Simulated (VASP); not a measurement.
S, 1 atom in the cell. The structure is tetragonal, space group I4/mmm (No. 139). The conventional cell has a = 2.977 Å, b = 2.977 Å, c = 3.579 Å, α = 90.00°, β = 90.00°, γ = 90.00°. Within 3.6 Å of S (site symmetry 4/mmm) lie 14 S at 2.76 to 3.58 Å.  This cell differs from its parent crystal: ratio of the length along z to the lengths across it x 0.85, volume and fractional coordinates fixed.

- Program: VASP 6.6.1
- Task: single point
- Functional: PBEsol
- Potentials or basis: VASP PAW PBE potentials, release 64 (S)
- Cutoff: 520 eV
- k mesh: 22 × 22 × 22
- Occupations: gaussian, width 0.15 eV
- Spin: no spin polarisation
- Dipole correction: no
- Further INCAR settings: ALGO = Normal; EDIFF = 1e-06; NBANDS = 9

Potentials or basis: VASP PAW PBE potentials, release 64 (S).

Command:

```sh
$ cat potpaw_PBE.64/S/POTCAR > POTCAR
$ mpirun -np 1 vasp_std > vasp.out
```

Hardware: 1 thread of Intel(R) Xeon(R) Platinum 8559C (Emerald Rapids), with other jobs on the host.

Task: How long does it take, and how much memory?

Result: Wall time 32 s on 1 thread of Intel(R) Xeon(R) Platinum 8559C (Emerald Rapids) (shared host), peak memory 0.21 GiB. Counts: scf iterations 9, k points 834.
